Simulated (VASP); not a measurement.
# Pd (Pm-3m) in VASP: single point with PBEsol+D4

Aim: the single point of Pd with PBEsol+D4.

Program: VASP 6.6.1. These are calculated values, not measurements. Logs are shortened: lines on timing, memory, paths and dates and some standing lists are left out, and cuts for length are marked.

**1. The cell of the first run**

The structure is cubic, space group Pm-3m (No. 221). Conventional cell: a = 4.071 Å, b = 4.071 Å, c = 4.071 Å, α = 90.00°, β = 90.00°, γ = 90.00°. Pd (site symmetry m-3m) has 6 Pd at 4.07 Å within 5.3 Å.

**2. Single point, PBEsol+D4**

Contents of INCAR:

```
PREC = Accurate ; ENCUT = 520
EDIFF = 1E-6 ; ISMEAR = 1
SIGMA = 0.15 ; LREAL = F
LASPH = T ; NELM = 80
ALGO = Normal ; ISIF = 2
LWAVE = F ; LCHARG = F
GGA = PS ; IVDW = 13
NBANDS = 11
```

Contents of KPOINTS:

```
Automatic mesh
0
Gamma
  6 6 6
```

Contents of POSCAR:

```
Pd
1.0
    4.0710800000      0.0000000000      0.0000000000
    0.0000000000      4.0710800000      0.0000000000
    0.0000000000      0.0000000000      4.0710800000
Pd
1
Direct
    0.0000000000      0.0000000000      0.0000000000
```

Potentials or basis: VASP PAW PBE potentials, release 64 (Pd).

Run with:

```
> cat potpaw_PBE.64/Pd/POTCAR > POTCAR
> mpirun -np 1 vasp_std > vasp.out
```

OUTCAR:

```text
PREC = Accurate
   ENCUT = 520
   EDIFF = 1E-6
   ISMEAR = 1
   LREAL = F
   LASPH = T
   NELM = 80
   ISIF = 2
   GGA = PS
   IVDW = 13

 ion  position               nearest neighbor table
   1  0.000  0.000  0.000-

  LATTYP: Found a simple cubic cell.
 ALAT       =     4.0710800000

  Lattice vectors:

 A1 = (   4.0710800000,   0.0000000000,   0.0000000000)
 A2 = (   0.0000000000,   4.0710800000,   0.0000000000)
 A3 = (   0.0000000000,   0.0000000000,   4.0710800000)

Analysis of symmetry for initial positions (statically):
=====================================================================
 Subroutine PRICEL returns:
 Original cell was already a primitive cell.

 Routine SETGRP: Setting up the symmetry group for a
 simple cubic supercell.

 Subroutine GETGRP returns: Found 48 space group operations
 (whereof 48 operations were pure point group operations)
 out of a pool of 48 trial point group operations.

The static configuration has the point symmetry O_h .

Analysis of symmetry for dynamics (positions and initial velocities):
=====================================================================
 Subroutine PRICEL returns:
 Original cell was already a primitive cell.

 Routine SETGRP: Setting up the symmetry group for a
 simple cubic supercell.

 Subroutine GETGRP returns: Found 48 space group operations
 (whereof 48 operations were pure point group operations)
 out of a pool of 48 trial point group operations.

The dynamic configuration has the point symmetry O_h .

 Subroutine INISYM returns: Found 48 space group operations
 (whereof 48 operations are pure point group operations),
 and found     1 'primitive' translations

----------------------------------------------------------------------------------------

                                     Primitive cell

  volume of cell :      67.4728

  direct lattice vectors                    reciprocal lattice vectors
     4.071080000  0.000000000  0.000000000     0.245635065  0.000000000  0.000000000
     0.000000000  4.071080000  0.000000000     0.000000000  0.245635065  0.000000000
     0.000000000  0.000000000  4.071080000     0.000000000  0.000000000  0.245635065

  length of vectors
     4.071080000  4.071080000  4.071080000     0.245635065  0.245635065  0.245635065

  position of ions in fractional coordinates (direct lattice)
     0.000000000  0.000000000  0.000000000

  ion indices of the primitive-cell ions
   primitive index   ion index
                 1           1

----------------------------------------------------------------------------------------

 KPOINTS: Automatic mesh

Automatic generation of k-mesh.
 Grid dimensions read from file:
 generate k-points for:    6    6    6

 Generating k-lattice:

  Cartesian coordinates                     Fractional coordinates (reciprocal lattice)
     0.040939177  0.000000000  0.000000000     0.166666667  0.000000000  0.000000000
     0.000000000  0.040939177  0.000000000     0.000000000  0.166666667  0.000000000
     0.000000000  0.000000000  0.040939177     0.000000000  0.000000000  0.166666667

  Length of vectors
     0.040939177  0.040939177  0.040939177

  Shift w.r.t. Gamma in fractional coordinates (k-lattice)
     0.000000000  0.000000000  0.000000000

 Subroutine IBZKPT returns following result:
 ===========================================

 Found     20 irreducible k-points:

 Following reciprocal coordinates:
            Coordinates               Weight
  0.000000  0.000000  0.000000      1.000000
  0.166667  0.000000  0.000000      6.000000
  0.333333  0.000000  0.000000      6.000000
  0.500000  0.000000  0.000000      3.000000
  0.166667  0.166667  0.000000     12.000000
  0.333333  0.166667  0.000000     24.000000
[... 12 lines left out ...]
  0.500000  0.500000  0.333333      6.000000
  0.500000  0.500000  0.500000      1.000000
   k-points           NKPTS =     20   k-points in BZ     NKDIM =     20   number of bands    NBANDS=     11
   number of dos      NEDOS =    301   number of ions     NIONS =      1
   total plane-waves  NPLWV =  27000
   dimension x,y,z NGX =    30 NGY =   30 NGZ =   30
   dimension x,y,z NGXF=    60 NGYF=   60 NGZF=   60
   ions per type =               1
   NGX,Y,Z   is equivalent  to a cutoff of  12.25, 12.25, 12.25 a.u.
   NGXF,Y,Z  is equivalent  to a cutoff of  24.50, 24.50, 24.50 a.u.
 SYSTEM =  unknown system
   PREC   = accura    normal or accurate (medium, high low for compatibility)
   ISTART =      0    job   : 0-new  1-cont  2-samecut
   ICHARG =      2    charge: 1-file 2-atom 10-const
   ISPIN  =      1    spin polarized calculation?
   LNONCOLLINEAR =      F non collinear calculations
   LSORBIT =      F    spin-orbit coupling
   LASPH  =      T    aspherical Exc in radial PAW
   ENCUT  =  520.0 eV  38.22 Ry    6.18 a.u.   7.57  7.57  7.57*2*pi/ulx,y,z
   NELM   =     80;   NELMIN=  2; NELMDL= -5     # of ELM steps
   EDIFF  = 0.1E-05   stopping-criterion for ELM
   LREAL  =      F    real-space projection
   EDIFFG = 0.1E-04   stopping-criterion for IOM
   NSW    =      0    number of steps for IOM
   IBRION =     -1    ionic relax: 0-MD 1-quasi-New 2-CG
   NFREE  =      0    steps in history (QN), initial steepest desc. (CG)
   ISIF   =      2    stress and relaxation
   ISYM   =      2    0-nonsym 1-usesym 2-fastsym
   POTIM  = 0.5000    time-step for ionic-motion
   TEBEG  =    0.0;   TEEND  =   0.0 temperature during run
   PSTRESS=    0.0 pullay stress
   NELECT =      10.0000    total number of electrons
   NUPDOWN=      -1.0000    fix difference up-down
   EMIN   =  10.00;   EMAX   =-10.00  energy-range for DOS
   EFERMI =   0.00;   METHOD = LEGACY
   ISMEAR =     1;   SIGMA  =   0.15  broadening in eV -4-tet -1-fermi 0-gaus
   EFERMI_NEDOS =   21; number of points for ismear=-14 and -15
   IALGO  =     38    algorithm
   IMIX   =      4    mixing-type and parameters
     AMIX     =   0.40;   BMIX     =  1.00
     AMIX_MAG =   1.60;   BMIX_MAG =  1.00
  volume/ion in A,a.u.               =      67.47       455.33
  Fermi-wavevector in a.u.,A,eV,Ry     =   0.866360  1.637184 10.212262  0.750580
  Thomas-Fermi vector in A             =   1.984738
   LORBIT       =      0    0 simple, 1 ext, 2 COOP (PROOUT), +10 PAW based schemes
   GGA     = PS    functional components
   LHFCALC =     F    Hartree Fock is set to
   AEXX    =    0.0000 exact exchange contribution
   IVDW    =    13    specifies the selected vdW correction
   LEPSILON=     F    determine dielectric tensor
   LRPA    =     F    only Hartree local field effects (RPA)
 non-spin polarized calculation
 Methfessel and Paxton  Order N= 1 SIGMA  =   0.15
  energy-cutoff  :      520.00
  volume of cell :       67.47
 maximum number of plane-waves:      1856
   NGX = 15   NGY = 15   NGZ = 15

 number of electron      10.0000002 magnetization

 Free energy of the ion-electron system (eV)
  ---------------------------------------------------
  ext. energy  EPLUGINS =         0.00000000
  ---------------------------------------------------
  free energy    TOTEN  =        -2.06188375 eV

  energy without entropy =       -2.07705719  energy(sigma->0) =       -2.06694156

 E-fermi :  -1.9093     XC(G=0):  -5.8239

 val. band max:       -1.9387412264   @ k =   0.5000   0.3333   0.3333
 cond. band min:      -1.8690963257   @ k =   0.5000   0.5000   0.0000
 fundamental gap:      0.0696449007
 Fermi energy:        -1.9093428396

 k-point     1 :       0.0000    0.0000    0.0000
  band No.  band energies     occupation
      1      -2.8452      2.00000
      2      -2.4805      2.00000
      3      -2.4805      2.00000
      4      -1.9646      1.57910
      5      -1.9646      1.57910
      6      -1.9646      1.57910
      7       6.3701      0.00000
      8       6.3701      0.00000
      9       6.3701      0.00000
     10       7.9309      0.00000
     11       8.8606      0.00000

 k-point     2 :       0.1667    0.0000    0.0000
  band No.  band energies     occupation
      1      -2.6365      2.00000
      2      -2.4696      2.00000
      3      -2.3672      2.00014
      4      -2.0014      1.85225
      5      -2.0014      1.85225
      6      -1.9615      1.55053
      7       4.3452      0.00000
      8       6.6495      0.00000
      9       6.6495      0.00000
     10       8.3918      0.00000
     11       9.0261      0.00000

 k-point     3 :       0.3333    0.0000    0.0000
  band No.  band energies     occupation
      1      -2.4657      2.00000
      2      -2.4477      2.00000
      3      -2.0729      2.06426
      4      -2.0729      2.06426
      5      -1.9552      1.49151
      6      -1.6371     -0.02775
      7       2.0171      0.00000
      8       7.3571      0.00000
      9       7.3571      0.00000
     10       8.9672      0.00000
     11       9.5298      0.00000

 k-point     4 :       0.5000    0.0000    0.0000
  band No.  band energies     occupation
      1      -2.4367      2.00001
      2      -2.4225      2.00001
      3      -2.1075      2.06840
      4      -2.1075      2.06840
      5      -1.9521      1.46099
      6      -0.7390     -0.00000
      7       0.5994     -0.00000
      8       7.8726      0.00000
      9       7.8726      0.00000
     10       9.6608      0.00000
     11      10.1510      0.00000

 k-point     5 :       0.1667    0.1667    0.0000
  band No.  band energies     occupation
      1      -2.4936      2.00000
      2      -2.3627      2.00016
      3      -2.3027      2.00132
      4      -2.0245      1.96280
      5      -2.0005      1.84693
      6      -1.9947      1.81111
      7       4.5782      0.00000
      8       4.6396      0.00000
      9       6.9296      0.00000
     10       8.8646      0.00000
     11      10.5203      0.00000
[... 155 lines left out ...]
 k-point    17 :       0.3333    0.3333    0.3333
  band No.  band energies     occupation
      1      -2.2579      2.00491
      2      -2.2198      2.01267
      3      -2.2198      2.01267
      4      -2.0409      2.01441
      5      -2.0409      2.01441
      6       0.1019     -0.00000
      7       3.8227      0.00000
      8       3.8227      0.00000
      9       4.1804      0.00000
     10       7.2858      0.00000
     11       8.1921      0.00000

 k-point    18 :       0.5000    0.3333    0.3333
  band No.  band energies     occupation
      1      -2.2950      2.00167
      2      -2.2667      2.00385
      3      -2.2188      2.01298
      4      -2.0366      2.00293
      5      -1.9387      1.32476
      6       0.8434     -0.00000
      7       2.5897      0.00000
      8       4.3373      0.00000
      9       4.7691      0.00000
     10       6.3228      0.00000
     11       7.2551      0.00000

 k-point    19 :       0.5000    0.5000    0.3333
  band No.  band energies     occupation
      1      -2.3370      2.00042
      2      -2.2660      2.00393
      3      -2.2660      2.00393
      4      -1.9888      1.77166
      5      -1.8629      0.50263
      6       1.6118      0.00000
      7       3.1169      0.00000
      8       3.1169      0.00000
      9       5.1323      0.00000
     10       5.7106      0.00000
     11       7.7696      0.00000

 k-point    20 :       0.5000    0.5000    0.5000
  band No.  band energies     occupation
      1      -2.3202      2.00074
      2      -2.3202      2.00074
      3      -2.3202      2.00074
      4      -1.8608      0.48298
      5      -1.8608      0.48298
      6       2.4597      0.00000
      7       3.6048      0.00000
      8       3.6048      0.00000
      9       3.6048      0.00000
     10       6.7070      0.00000
     11       6.8715      0.00000

------------------------ aborting loop because EDIFF is reached ----------------------------------------

  DFT-D4 for vdW energy calculation

  Edisp (eV):   -0.20464

  FORCE on cell =-STRESS in cart. coord.  units (eV):
  Direction    XX          YY          ZZ          XY          YZ          ZX
  --------------------------------------------------------------------------------------
  -------------------------------------------------------------------------------------
  Total      -1.62850    -1.62850    -1.62850    -0.00000     0.00000    -0.00000
  in kB     -38.66960   -38.66960   -38.66960    -0.00000     0.00000    -0.00000
  external pressure =      -38.67 kB  Pullay stress =        0.00 kB

 VOLUME and BASIS-vectors are now :
 -----------------------------------------------------------------------------
  energy-cutoff  :      520.00
  volume of cell :       67.47
      direct lattice vectors                 reciprocal lattice vectors
     4.071080000  0.000000000  0.000000000     0.245635065  0.000000000  0.000000000
     0.000000000  4.071080000  0.000000000     0.000000000  0.245635065  0.000000000
     0.000000000  0.000000000  4.071080000     0.000000000  0.000000000  0.245635065

 POSITION                                       TOTAL-FORCE (eV/Angst)
 -----------------------------------------------------------------------------------
      0.00000      0.00000      0.00000         0.000000      0.000000      0.000000
 -----------------------------------------------------------------------------------
    total drift:                                0.000000      0.000000     -0.000000

  FREE ENERGIE OF THE ION-ELECTRON SYSTEM (eV)
  ---------------------------------------------------
  free  energy   TOTEN  =        -2.2665237220 eV

  energy  without entropy=       -2.2816971639  energy(sigma->0) =       -2.27158154
```

Run time: 5 s. Hardware: 1 thread of Intel Xeon 6975P-C (Granite Rapids), shared host; peak memory 0.16 GiB.

What came out:

```
Free energy                : -2.2665 eV
Pressure                   : -3.9 GPa
Band gap on the k mesh     : zero (band 5 reaches -1.86 eV, above the bottom of band 6 at -1.99 eV)
Dispersion energy per atom : -0.205 eV
```

Caveat: the PAW data sets were made with another functional, which shifts forces and pressure a little; pairwise dispersion overbinds metals, which lowers pressure and volume.
